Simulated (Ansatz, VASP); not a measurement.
Fe in VASP and in Ansatz

```
CELL_PARAMETERS angstrom
0.00000 2.43652 2.43652
2.43652 0.00000 2.43652
2.43652 2.43652 0.00000
ATOMIC_POSITIONS crystal
Fe 0.00000 0.00000 0.00000
Fe 0.25000 0.25000 0.25000
```

Alike in both runs: task relaxation of cell and atoms; functional PBE; k mesh 14 × 14 × 14; occupations gaussian, width 0.1 eV; no spin polarisation.

|  | VASP | Ansatz |
| --- | --- | --- |
| version | VASP 6.6.1 | Ansatz 0.2.0 |
| potentials or method | VASP PAW PBE potentials, release 64 (Fe), cutoff 600 eV | scalar-relativistic, plane waves, PAW |
| valence electrons in the cell | 16 | 32 |

|  | VASP | Ansatz | Ansatz less VASP |
| --- | --- | --- | --- |
| gap on the k mesh at the Fermi level, each at its own relaxed structure (eV) | none | none | - |
| relaxed volume (Å³/atom) | 14.32 | 14.46 | +0.149 |
| relaxed cell length with the largest relative difference (Å) | 3.434 | 3.446 | +0.0118 |

A gap of «none» marks a metal or a gap that the smearing closes. VASP's potentials hold 16 valence electrons a cell and Ansatz's 32, so a difference there can come from the potentials and not from the codes.
